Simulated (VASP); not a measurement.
A run of VASP 6.6.1 is set up as follows.

The input INCAR:

```
SYSTEM = TaTi4
PREC = Accurate
ENCUT = 600
EDIFF = 1E-7
ISMEAR = 0
SIGMA = 0.1
LREAL = .False.
LASPH = .True.
NELM = 100
ALGO = Fast
ISIF = 3
LWAVE = .False.
LCHARG = .False.
GGA = PE
IBRION = 2
NSW = 100
EDIFFG = -0.01
```

The input KPOINTS:

```
regular mesh
0
Gamma
  8 8 8
  0 0 0
```

File POSCAR:

```
TaTi4
1.0
   -3.1604509294      3.1604509294      2.1875479439
    3.1604509294     -3.1604509294      2.1875479439
    3.1604509294      3.1604509294     -2.1875479439
Ti Ta
4 1
Direct
    0.0000000000      0.7030119493      0.7030119493
    0.0000000000      0.2969880507      0.2969880507
    0.7030119493      0.0000000000      0.7030119493
    0.2969880507      0.0000000000      0.2969880507
    0.5000000000      0.5000000000      0.0000000000
```

Potentials or basis: VASP PAW PBE potentials, release 64 (Ti_sv, Ta_pv).

Command:

```sh
$ cat potpaw_PBE.64/Ti_sv/POTCAR potpaw_PBE.64/Ta_pv/POTCAR > POTCAR
$ mpirun -np 1 vasp_std > vasp.out
```

**Question.** Estimate the space group after relaxing (to 0.1 Å).

**Answer.** I4/mmm (No. 139).

**Question.** Estimate the band gap on the k mesh.

**Answer.** Zero (an odd number of electrons rules out a gap without spin polarisation).

Final structure:
```
Ti Ta
1.0
    -3.18829    3.18829    2.15530
     3.18829   -3.18829    2.15530
     3.18829    3.18829   -2.15530
Ti Ta
4 1
Direct
  0.00000 0.70375 0.70375
  0.00000 0.29625 0.29625
  0.70375 0.00000 0.70375
  0.29625 0.00000 0.29625
  0.50000 0.50000 0.00000
```

Caveat: spin-orbit coupling is left out, which moves the levels of the heavy elements.
